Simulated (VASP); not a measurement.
# PbSe (P6_3/mmc) in VASP: a series of runs

The runs below take PbSe through single point, with PBE.

Everything below comes from runs of VASP 6.6.1. Logs are shortened: lines on timing, memory, paths and dates and some standing lists are left out, and cuts for length are marked.

### 1 The cell of the first run

It takes space group P6_3/mmc (No. 194, hexagonal). Conventional cell: a = 4.172 Å, b = 4.172 Å, c = 7.570 Å, α = 90.00°, β = 90.00°, γ = 120.00°. Within 4.0 Å of Pb (site symmetry -6m2) lie 6 Se at 3.06 Å. Se (site symmetry -3m) has 6 Pb at 3.06 Å and 2 Se at 3.78 Å within 4.0 Å.

### 2 Single point, PBE (28.53 Å³/atom)

The input, INCAR:

```
SYSTEM = PbSe
ALGO     = Normal         ! electronic algorithm
EDIFF    = 1E-6           ! SCF threshold, eV
ENCUT    = 520            ! plane-wave cutoff, eV
GGA      = PE             ! functional
ISIF     = 2              ! what is computed and relaxed
ISMEAR   = 0              ! smearing method
LASPH    = .TRUE.         ! aspherical terms in the spheres
LCHARG   = .FALSE.        ! write CHGCAR
LREAL    = .FALSE.        ! projectors in reciprocal space
LWAVE    = .FALSE.        ! write WAVECAR
NBANDS   = 28             ! bands
NELM     = 100            ! most SCF steps
PREC     = Accurate       ! precision mode
SIGMA    = 0.05           ! smearing width, eV
```

The input, KPOINTS:

```
k-points
0
G
  8 8 6
  0 0 0
```

The input, POSCAR:

```
PbSe
1.0
    4.1721580390      0.0000000000      0.0000000000
   -2.0860790195      3.6131948503      0.0000000000
    0.0000000000      0.0000000000      7.5698852679
Pb Se
2 2
Direct
    0.3333333333      0.6666666667      0.2500000000
    0.6666666667      0.3333333333      0.7500000000
    0.0000000000      0.0000000000      0.0000000000
    0.0000000000      0.0000000000      0.5000000000
```

Potentials or basis: VASP PAW PBE potentials, release 64 (Pb_d, Se).

The run is started by

```sh
cat potpaw_PBE.64/Pb_d/POTCAR potpaw_PBE.64/Se/POTCAR > POTCAR
mpirun -np 1 vasp_std > vasp.out
```

OUTCAR:

```text
SYSTEM = PbSe
   EDIFF = 1E-6
   ENCUT = 520
   GGA = PE
   ISIF = 2
   ISMEAR = 0
   LASPH = .TRUE.
   LREAL = .FALSE.
   NELM = 100
   PREC = Accurate

 ion  position               nearest neighbor table
   1  0.333  0.667  0.250-   3 3.06   4 3.06   3 3.06   4 3.06   3 3.06   4 3.06
   2  0.667  0.333  0.750-   3 3.06   4 3.06   3 3.06   4 3.06   3 3.06   4 3.06
   3  0.000  0.000  0.000-   1 3.06   2 3.06   1 3.06   2 3.06   2 3.06   1 3.06
   4  0.000  0.000  0.500-   1 3.06   2 3.06   1 3.06   2 3.06   2 3.06   1 3.06

  LATTYP: Found a hexagonal cell.
 ALAT       =     4.1721580390
 C/A-ratio  =     1.8143812380

  Lattice vectors:

 A1 = (   4.1721580390,   0.0000000000,   0.0000000000)
 A2 = (  -2.0860790195,   3.6131948503,   0.0000000000)
 A3 = (   0.0000000000,   0.0000000000,   7.5698852679)

Analysis of symmetry for initial positions (statically):
=====================================================================
 Subroutine PRICEL returns:
 Original cell was already a primitive cell.

 Routine SETGRP: Setting up the symmetry group for a
 hexagonal supercell.

 Subroutine GETGRP returns: Found 24 space group operations
 (whereof 12 operations were pure point group operations)
 out of a pool of 24 trial point group operations.

The static configuration has the point symmetry D_3d.
 The point group associated with its full space group is D_6h.

Analysis of symmetry for dynamics (positions and initial velocities):
=====================================================================
 Subroutine PRICEL returns:
 Original cell was already a primitive cell.

 Routine SETGRP: Setting up the symmetry group for a
 hexagonal supercell.

 Subroutine GETGRP returns: Found 24 space group operations
 (whereof 12 operations were pure point group operations)
 out of a pool of 24 trial point group operations.

The dynamic configuration has the point symmetry D_3d.
 The point group associated with its full space group is D_6h.

 Subroutine INISYM returns: Found 24 space group operations
 (whereof 12 operations are pure point group operations),
 and found     1 'primitive' translations

----------------------------------------------------------------------------------------

                                     Primitive cell

  volume of cell :     114.1147

  direct lattice vectors                    reciprocal lattice vectors
     4.172158039  0.000000000  0.000000000     0.239684113  0.138381687  0.000000000
    -2.086079020  3.613194850  0.000000000     0.000000000  0.276763375  0.000000000
     0.000000000  0.000000000  7.569885268     0.000000000  0.000000000  0.132102398

  length of vectors
     4.172158039  4.172158039  7.569885268     0.276763375  0.276763375  0.132102398

  position of ions in fractional coordinates (direct lattice)
     0.333333333  0.666666667  0.250000000
     0.666666667  0.333333333  0.750000000
     0.000000000  0.000000000  0.000000000
     0.000000000  0.000000000  0.500000000

  ion indices of the primitive-cell ions
   primitive index   ion index
                 1           1
                 2           2
                 3           3
                 4           4

----------------------------------------------------------------------------------------

 KPOINTS: k-points

Automatic generation of k-mesh.
 Grid dimensions read from file:
 generate k-points for:    8    8    6

 Generating k-lattice:

  Cartesian coordinates                     Fractional coordinates (reciprocal lattice)
     0.029960514  0.017297711  0.000000000     0.125000000 -0.000000000  0.000000000
     0.000000000  0.034595422  0.000000000     0.000000000  0.125000000  0.000000000
     0.000000000  0.000000000  0.022017066     0.000000000  0.000000000  0.166666667

  Length of vectors
     0.034595422  0.034595422  0.022017066

  Shift w.r.t. Gamma in fractional coordinates (k-lattice)
     0.000000000  0.000000000  0.000000000

 Subroutine IBZKPT returns following result:
 ===========================================

 Found     40 irreducible k-points:

 Following reciprocal coordinates:
            Coordinates               Weight
  0.000000  0.000000  0.000000      1.000000
  0.125000  0.000000  0.000000      6.000000
  0.250000  0.000000  0.000000      6.000000
  0.375000  0.000000  0.000000      6.000000
  0.500000  0.000000  0.000000      3.000000
  0.125000  0.125000  0.000000      6.000000
[... 16 lines left out ...]
  0.250000  0.000000  0.333333     12.000000
  0.375000  0.000000  0.333333     12.000000
 [... further k-points ...]
   k-points           NKPTS =     40   k-points in BZ     NKDIM =     40   number of bands    NBANDS=     28
   number of dos      NEDOS =    301   number of ions     NIONS =      4
   total plane-waves  NPLWV =  57344
   dimension x,y,z NGX =    32 NGY =   32 NGZ =   56
   dimension x,y,z NGXF=    64 NGYF=   64 NGZF=  112
   ions per type =               2   2
[... 32 lines left out ...]
     AMIX_MAG =   1.60;   BMIX_MAG =  1.00
  volume/ion in A,a.u.               =      28.53       192.52
  Fermi-wavevector in a.u.,A,eV,Ry     =   1.154288  2.181289 18.128155  1.332382
  Thomas-Fermi vector in A             =   2.290926
   LORBIT       =      0    0 simple, 1 ext, 2 COOP (PROOUT), +10 PAW based schemes
   GGA     = PE    functional components
   LHFCALC =     F    Hartree Fock is set to
   AEXX    =    0.0000 exact exchange contribution
   IVDW    =     0    specifies the selected vdW correction
   LEPSILON=     F    determine dielectric tensor
   LRPA    =     F    only Hartree local field effects (RPA)
 non-spin polarized calculation
 Gauss-broadening in eV      SIGMA  =   0.05
  energy-cutoff  :      520.00
  volume of cell :      114.11
 maximum number of plane-waves:      3100
 NGX is ok and might be reduce to    32
   NGX = 15   NGY = 15   NGZ = 29

 number of electron      40.0000003 magnetization

 Free energy of the ion-electron system (eV)
  ---------------------------------------------------
  ext. energy  EPLUGINS =         0.00000000
  ---------------------------------------------------
  free energy    TOTEN  =       -16.00175241 eV

  energy without entropy =      -16.00143953  energy(sigma->0) =      -16.00159597

 E-fermi :   4.9632     XC(G=0):  -9.5482

 val. band max:        4.9171064173   @ k =   0.5000   0.0000   0.0000
 cond. band min:       4.9695728066   @ k =   0.5000   0.0000   0.0000
 fundamental gap:      0.0524663893
 Fermi energy:         4.9631953972

 k-point     1 :       0.0000    0.0000    0.0000
  band No.  band energies     occupation
      1     -11.7788      2.00000
      2     -11.7788      2.00000
      3     -11.7718      2.00000
      4     -11.7718      2.00000
      5     -11.7363      2.00000
      6     -11.7269      2.00000
[... 20 lines left out ...]
     27      10.4622      0.00000
     28      12.0325      0.00000

 k-point     2 :       0.1250    0.0000    0.0000
  band No.  band energies     occupation
      1     -11.7837      2.00000
      2     -11.7734      2.00000
      3     -11.7708      2.00000
      4     -11.7644      2.00000
      5     -11.7334      2.00000
      6     -11.7317      2.00000
[... 20 lines left out ...]
     27      10.3920      0.00000
     28      11.7959      0.00000

 k-point     3 :       0.2500    0.0000    0.0000
  band No.  band energies     occupation
      1     -11.7964      2.00000
      2     -11.7781      2.00000
      3     -11.7679      2.00000
      4     -11.7513      2.00000
      5     -11.7464      2.00000
      6     -11.7342      2.00000
[... 20 lines left out ...]
     27      10.9006      0.00000
     28      12.6160      0.00000

 k-point     4 :       0.3750    0.0000    0.0000
  band No.  band energies     occupation
      1     -11.8096      2.00000
      2     -11.8018      2.00000
      3     -11.7835      2.00000
      4     -11.7408      2.00000
      5     -11.7383      2.00000
      6     -11.7318      2.00000
[... 578 lines left out ...]
     27      11.5147      0.00000
     28      12.2508      0.00000

 k-point    23 :       0.2500    0.0000    0.3333
  band No.  band energies     occupation
      1     -11.7947      2.00000
      2     -11.7876      2.00000
      3     -11.7569      2.00000
      4     -11.7511      2.00000
      5     -11.7485      2.00000
      6     -11.7420      2.00000
[... 20 lines left out ...]
     27      11.4651      0.00000
     28      11.9313      0.00000

 k-point    24 :       0.3750    0.0000    0.3333
  band No.  band energies     occupation
      1     -11.8080      2.00000
      2     -11.8039      2.00000
      3     -11.7753      2.00000
      4     -11.7552      2.00000
      5     -11.7347      2.00000
      6     -11.7303      2.00000
[... 20 lines left out ...]
     27      11.1923      0.00000
     28      12.3308      0.00000

 [... further k-points ...]

------------------------ aborting loop because EDIFF is reached ----------------------------------------

  FORCE on cell =-STRESS in cart. coord.  units (eV):
  Direction    XX          YY          ZZ          XY          YZ          ZX
  --------------------------------------------------------------------------------------
  -------------------------------------------------------------------------------------
  Total        1.9621491      1.9621491      1.9227976      0.0000000      0.0000000      0.0000000
  in kB       27.5487031     27.5487031     26.9962056      0.0000000      0.0000000      0.0000000
  external PRESSURE =      27.3645373 kB  Pullay stress =       0.0000000 kB

 VOLUME and BASIS-vectors are now :
 -----------------------------------------------------------------------------
  energy-cutoff  :      520.00
  volume of cell :      114.11
      direct lattice vectors                 reciprocal lattice vectors
     4.172158039  0.000000000  0.000000000     0.239684113  0.138381687  0.000000000
    -2.086079020  3.613194850  0.000000000     0.000000000  0.276763375  0.000000000
     0.000000000  0.000000000  7.569885268     0.000000000  0.000000000  0.132102398

 POSITION                                       TOTAL-FORCE (eV/Angst)
 -----------------------------------------------------------------------------------
     -0.00000      2.40880      1.89247        -0.000000     -0.000000      0.000000
      2.08608      1.20440      5.67741         0.000000      0.000000      0.000000
      0.00000      0.00000      0.00000         0.000000     -0.000000      0.000000
      0.00000      0.00000      3.78494        -0.000000     -0.000000      0.000000
 -----------------------------------------------------------------------------------
    total drift:                               -0.000000      0.000000     -0.000000

  FREE ENERGIE OF THE ION-ELECTRON SYSTEM (eV)
  ---------------------------------------------------
  free  energy   TOTEN  =       -16.0017524071 eV

  energy  without entropy=      -16.0014395256  energy(sigma->0) =      -16.00159597
```

It took 2.4 min on 1 thread of Intel Xeon 8259CL, shared host; peak memory 0.3 GiB.

What came out:

```
Free energy            : -16.0018 eV
Pressure               : 2.7 GPa
Band gap on the k mesh : zero (bands 20 and 21 overlap by 0.09 eV)
```

Levels at points of the mesh, in eV from the Fermi level:
```
           k point  band 18  band 19  band 20  band 21  band 22  band 23
(0.00, 0.00, 0.00)    -0.79    -0.79     0.10     1.28     2.43     2.43
(0.50, 0.00, 0.00)    -1.18    -0.65    -0.05     0.01     1.63     1.91
(0.00, 0.00, 0.50)    -1.20    -1.18    -1.18     3.29     3.29     3.43
(0.50, 0.00, 0.50)    -2.15    -2.11    -2.11     2.18     2.18     3.72
```

Caveat: semilocal functionals underestimate gaps, and a narrow one can read as zero; spin-orbit coupling is left out, which moves the levels of the heavy elements.

### 3 Single point, PBE (28.98 Å³/atom)

This run uses another cell than the first one, of 28.98 Å³/atom.

The input, INCAR:

```
SYSTEM = PbSe
  PREC = Accurate
  ENCUT = 520
  EDIFF = 1E-6
  ISMEAR = 0
  SIGMA = 0.05
  LREAL = .False.
  LASPH = .True.
  NELM = 80
  ALGO = Normal
  ISIF = 2
  LWAVE = .False.
  LCHARG = .False.
  GGA = PE
  NBANDS = 28
```

The input, KPOINTS:

```
regular mesh
0
Gamma
  8 8 6
  0 0 0
```

The input, POSCAR:

```
PbSe
1.0
    4.1994705028      0.0000000000      0.0000000000
   -2.0997352514      3.6368481378      0.0000000000
    0.0000000000      0.0000000000      7.5903386596
Pb Se
2 2
Direct
    0.3333333333      0.6666666667      0.2500000000
    0.6666666667      0.3333333333      0.7500000000
    0.0000000000      0.0000000000      0.0000000000
    0.0000000000      0.0000000000      0.5000000000
```

Potentials or basis: VASP PAW PBE potentials, release 64 (Pb_d, Se).

The run is started by

```sh
cat potpaw_PBE.64/Pb_d/POTCAR potpaw_PBE.64/Se/POTCAR > POTCAR
mpirun -np 1 vasp_std > vasp.out
```

Wall time 3 min (1 thread of Intel Xeon 8259CL, shared host); peak memory 0.3 GiB.

The run converged. Its results:

```
Free energy            : -16.0287 eV
Pressure               : 1.9 GPa
Band gap on the k mesh : zero (filled and empty bands touch)
```

Levels at points of the mesh, in eV from the Fermi level:
```
           k point  band 17  band 18  band 19  band 20  band 21  band 22  band 23  band 24
(0.00, 0.00, 0.00)    -1.50    -0.79    -0.79     0.02     1.23     2.39     2.39     4.65
(0.50, 0.00, 0.00)    -2.66    -1.17    -0.62    -0.09     0.02     1.62     1.89     4.19
(0.00, 0.00, 0.50)    -1.20    -1.20    -1.19    -1.19     3.21     3.21     3.37     3.37
(0.50, 0.00, 0.50)    -2.12    -2.12    -2.09    -2.09     2.18     2.18     3.67     3.67
```

Caveat: semilocal functionals underestimate gaps, and a narrow one can read as zero; spin-orbit coupling is left out, which moves the levels of the heavy elements.

### 4 Single point, PBE (29.59 Å³/atom)

This run uses another cell than the first one, of 29.59 Å³/atom.

The input, INCAR:

```
PREC = Accurate
ENCUT = 520
EDIFF = 1E-7
ISMEAR = 0
SIGMA = 0.05
LREAL = False
LASPH = True
NELM = 80
ALGO = Normal
ISIF = 2
LWAVE = False
LCHARG = False
GGA = PE
NBANDS = 28
```

The input, KPOINTS:

```
regular mesh
0
Gamma
  8 8 6
```

The input, POSCAR:

```
PbSe
1.0
    4.2349634022      0.0000000000      0.0000000000
   -2.1174817011      3.6675858904      0.0000000000
    0.0000000000      0.0000000000      7.6191363036
Pb Se
2 2
Direct
    0.3333333333      0.6666666667      0.2500000000
    0.6666666667      0.3333333333      0.7500000000
    0.0000000000      0.0000000000      0.0000000000
    0.0000000000      0.0000000000      0.5000000000
```

The run is started by

```sh
cat potpaw_PBE.64/Pb_d/POTCAR potpaw_PBE.64/Se/POTCAR > POTCAR
mpirun -np 1 vasp_std > vasp.out
```

It took 2.9 min on 1 thread of Intel Xeon 8259CL, shared host; peak memory 0.31 GiB.

Results (log left out):

* Free energy: -16.0506 eV
* Pressure: 0.9 GPa
* Band gap on the k mesh: 0.11 eV (least direct gap 0.19 eV)

Levels at points of the mesh, in eV from the valence-band top:
```
           k point  band 17  band 18  band 19  band 20  band 21  band 22  band 23  band 24
(0.00, 0.00, 0.00)    -1.43    -0.72    -0.72     0.00     1.22     2.39     2.39     4.61
(0.50, 0.00, 0.00)    -2.56    -1.09    -0.53    -0.09     0.11     1.67     1.93     4.20
(0.00, 0.00, 0.50)    -1.13    -1.13    -1.13    -1.13     3.16     3.16     3.36     3.36
(0.50, 0.00, 0.50)    -2.02    -2.02    -1.99    -1.99     2.23     2.23     3.67     3.67
```

Caveat: spin-orbit coupling is left out, which moves the levels of the heavy elements.

### 5 Single point, PBE

This run uses another cell than the first one, of 30.19 Å³/atom.

The input, INCAR:

```
SYSTEM = PbSe
  ALGO = Normal
  EDIFF = 1E-6
  ENCUT = 520
  GGA = PE
  ISIF = 2
  ISMEAR = 0
  LASPH = .True.
  LCHARG = .True.
  LELF = .True.
  LREAL = .False.
  LVHAR = .True.
  LWAVE = .False.
  NBANDS = 28
  NELM = 60
  PREC = Accurate
  SIGMA = 0.05
```

The input, KPOINTS:

```
k-points
0
Gamma
  8 8 6
  0 0 0
```

The input, POSCAR:

```
PbSe
1.0
    4.2709919997      0.0000000000      0.0000000000
   -2.1354959999      3.6987875711      0.0000000000
    0.0000000000      0.0000000000      7.6440140151
Pb Se
2 2
Direct
    0.3333333333      0.6666666667      0.2500000000
    0.6666666667      0.3333333333      0.7500000000
    0.0000000000      0.0000000000      0.0000000000
    0.0000000000      0.0000000000      0.5000000000
```

The run is started by

```sh
cat potpaw_PBE.64/Pb_d/POTCAR potpaw_PBE.64/Se/POTCAR > POTCAR
mpirun -np 1 vasp_std > vasp.out
```

Run time: 2.1 min. Hardware: 1 thread of Intel Xeon 8259CL, shared host; peak memory 0.31 GiB.

Results (log left out):

- Free energy: -16.0580 eV
- Pressure: 0.0 GPa
- Band gap on the k mesh: 0.21 eV (least direct gap 0.27 eV)

Levels at points of the mesh, in eV from the valence-band top:
| k point | band 18 | band 19 | band 20 | band 21 | band 22 | band 23 |
| --- | --- | --- | --- | --- | --- | --- |
| (0.00, 0.00, 0.00) | -0.63 | -0.63 | 0.00 | 1.25 | 2.42 | 2.42 |
| (0.50, 0.00, 0.00) | -0.99 | -0.41 | -0.05 | 0.21 | 1.74 | 2.00 |
| (0.00, 0.00, 0.50) | -1.04 | -1.04 | -1.04 | 3.15 | 3.15 | 3.37 |
| (0.50, 0.00, 0.50) | -1.90 | -1.88 | -1.88 | 2.31 | 2.31 | 3.70 |

Caveat: spin-orbit coupling is left out, which moves the levels of the heavy elements.

### 6 Single point, PBE

This run uses another cell than the first one, of 30.19 Å³/atom.

The input, INCAR:

```
SYSTEM = PbSe
PREC = Accurate ; ENCUT = 520
EDIFF = 1E-7 ; ISMEAR = 1
SIGMA = 0.01 ; LREAL = .False.
LASPH = .True. ; NELM = 100
ALGO = Normal ; ISIF = 2
LWAVE = .False. ; LCHARG = .True.
GGA = PE ; LELF = .True.
LVHAR = .True. ; NBANDS = 28
```

The input, KPOINTS:

```
regular mesh
0
Gamma
  8 8 6
  0 0 0
```

POSCAR is that of step 5.

Potentials or basis: VASP PAW PBE potentials, release 64 (Pb_d, Se).

The run is started by

```sh
cat potpaw_PBE.64/Pb_d/POTCAR potpaw_PBE.64/Se/POTCAR > POTCAR
mpirun -np 1 vasp_std > vasp.out
```

Wall time 2.8 min (1 thread of Intel Xeon 8259CL, shared host); peak memory 0.31 GiB.

The run converged. Its results:

| Item | Value |
| --- | --- |
| Free energy | -16.0580 eV |
| Pressure | 0.0 GPa |
| Band gap on the k mesh | 0.21 eV (least direct gap 0.27 eV) |

Levels at points of the mesh, in eV from the valence-band top:
```csv
k point,band 16,band 17,band 18,band 19,band 20,band 21,band 22,band 23,band 24,band 25
"(0.00, 0.00, 0.00)",-1.34,-1.34,-0.63,-0.63,0.00,1.25,2.42,2.42,4.59,4.59
"(0.50, 0.00, 0.00)",-3.57,-2.43,-0.99,-0.41,-0.05,0.21,1.74,1.99,4.23,5.27
"(0.00, 0.00, 0.50)",-1.06,-1.04,-1.04,-1.04,-1.04,3.15,3.15,3.37,3.37,3.37
"(0.50, 0.00, 0.50)",-3.08,-1.90,-1.90,-1.88,-1.88,2.31,2.31,3.70,3.70,4.17
```

Caveat: spin-orbit coupling is left out, which moves the levels of the heavy elements. A k mesh can miss the band edges.

### 7 Summary

| cell | smearing | gap on the mesh (eV) | pressure (GPa) |
| --- | --- | --- | --- |
| a = 4.172, b = 4.172, c = 7.570 Å, angles 90.0, 90.0, 120.0°, 4 atoms | gaussian 0.05 eV | none | 2.7 |
| a = 4.199, b = 4.199, c = 7.590 Å, angles 90.0, 90.0, 120.0°, 4 atoms | gaussian 0.05 eV | none | 1.9 |
| a = 4.235, b = 4.235, c = 7.619 Å, angles 90.0, 90.0, 120.0°, 4 atoms | gaussian 0.05 eV | 0.11 | 0.9 |
| a = 4.271, b = 4.271, c = 7.644 Å, angles 90.0, 90.0, 120.0°, 4 atoms | gaussian 0.05 eV | 0.21 | 0.0 |
| a = 4.271, b = 4.271, c = 7.644 Å, angles 90.0, 90.0, 120.0°, 4 atoms | methfessel-paxton 0.01 eV | 0.21 | 0.0 |

Alike in all rows: task single point; level PBE; potentials or basis VASP PAW PBE potentials, release 64 (Pb_d, Se); no spin polarisation; k mesh 8 × 8 × 6; cutoff (eV) 520.

Caveats: spin-orbit coupling is left out, which moves the levels of the heavy elements; semilocal functionals underestimate gaps, and a narrow one can read as zero (at least some runs).

Absolute energies hang on the potentials; compare differences alone.

The gap in the log of VASP goes by the Fermi energy; the results here count the filled bands.